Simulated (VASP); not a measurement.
A run of VASP 6.6.1:

POSCAR

```
BP
1.0
    0.0000000000      2.2690000000      2.2690000000
    2.2690000000      0.0000000000      2.2690000000
    2.2690000000      2.2690000000      0.0000000000
P B
1 1
Direct
    0.7500000000      0.7500000000      0.7500000000
    0.0000000000      0.0000000000      0.0000000000
```

The input INCAR.step1:

```
PREC     = Accurate       # precision mode
ENCUT    = 520            # plane-wave cutoff, eV
EDIFF    = 1E-5           # SCF threshold, eV
ISMEAR   = -1             # smearing method
SIGMA    = 0.05           # smearing width, eV
LREAL    = False          # projectors in reciprocal space
LASPH    = True           # aspherical terms in the spheres
NELM     = 60             # most SCF steps
ALGO     = Normal         # electronic algorithm
ISIF     = 2              # what is computed and relaxed
LWAVE    = True           # write WAVECAR
GGA      = PE             # functional
NBANDS   = 11             # bands
```

File INCAR.step2:

```
PREC     = Accurate       # precision mode
ENCUT    = 520            # plane-wave cutoff, eV
EDIFF    = 1E-6           # SCF threshold, eV
ISMEAR   = -1             # smearing method
SIGMA    = 0.05           # smearing width, eV
LREAL    = False          # projectors in reciprocal space
LASPH    = True           # aspherical terms in the spheres
NELM     = 60             # most SCF steps
ALGO     = Normal         # electronic algorithm
ISIF     = 2              # what is computed and relaxed
LWAVE    = False          # write WAVECAR
LCHARG   = True           # write CHGCAR
GGA      = PS             # functional
LHFCALC  = True           # exact exchange
AEXX     = 0.25           # exact-exchange fraction
HFSCREEN = 0.207          # screening, 1/A
PRECFOCK = Normal       
LELF     = True           # ELF
LVHAR    = True         
ISTART   = 1            
NBANDS   = 11             # bands
```

Contents of KPOINTS:

```
Automatic mesh
0
Gamma
  5 5 5
```

Potentials or basis: VASP PAW PBE potentials, release 64 (P, B).

Command:

```sh
$ cat potpaw_PBE.64/P/POTCAR potpaw_PBE.64/B/POTCAR > POTCAR
$ cp INCAR.step1 INCAR
$ mpirun -np 1 vasp_std > vasp.out
$ cp INCAR.step2 INCAR
$ mpirun -np 1 vasp_std > vasp.out
```

Hardware: 1 thread of Intel(R) Xeon(R) Platinum 8259CL CPU @ 2.50GHz (Skylake/Cascade Lake) (shared host).

Problem. Estimate the wall time of this run.

Solution. Wall time 2.1 min on 1 thread of Intel(R) Xeon(R) Platinum 8259CL CPU @ 2.50GHz (Skylake/Cascade Lake), with other jobs on the host, peak memory 0.23 GiB. Counts: k points 10.
